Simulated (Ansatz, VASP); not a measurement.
## One calculation of Cu3H, two programs

```
CELL_PARAMETERS angstrom
0.00000 2.83541 2.83541
2.83541 0.00000 2.83541
2.83541 2.83541 0.00000
ATOMIC_POSITIONS crystal
Cu 0.00000 0.00000 0.00000
Cu 0.25000 0.25000 0.25000
Cu 0.75000 0.75000 0.75000
H 0.50000 0.50000 0.50000
```

Change from the starting cell: species swapped into the Sn3Bi type (Fm-3m, No. 225).

Alike in both runs: task relaxation of cell and atoms; functional PBE; k mesh 6 × 6 × 6; occupations gaussian, width 0.1 eV; no spin polarisation.

|  | VASP | Ansatz |
| --- | --- | --- |
| version | VASP 6.6.1 | Ansatz 0.2.0 |
| potentials or method | VASP PAW PBE potentials, release 64 (Cu, H), cutoff 600 eV | scalar-relativistic, plane waves, PAW |
| valence electrons in the cell | 34 | 58 |

|  | VASP | Ansatz | Ansatz less VASP |
| --- | --- | --- | --- |
| gap on the k mesh at the Fermi level, each at its own relaxed structure (eV) | none | none | - |
| relaxed volume (Å³/atom) | 10.81 | 10.76 | -0.054 |
| relaxed cell length with the largest relative difference (Å) | 3.940 | 3.933 | -0.0066 |

A gap of «none» marks a metal or a gap that the smearing closes. VASP's potentials hold 34 valence electrons a cell and Ansatz's 58, so a difference there can come from the potentials and not from the codes.
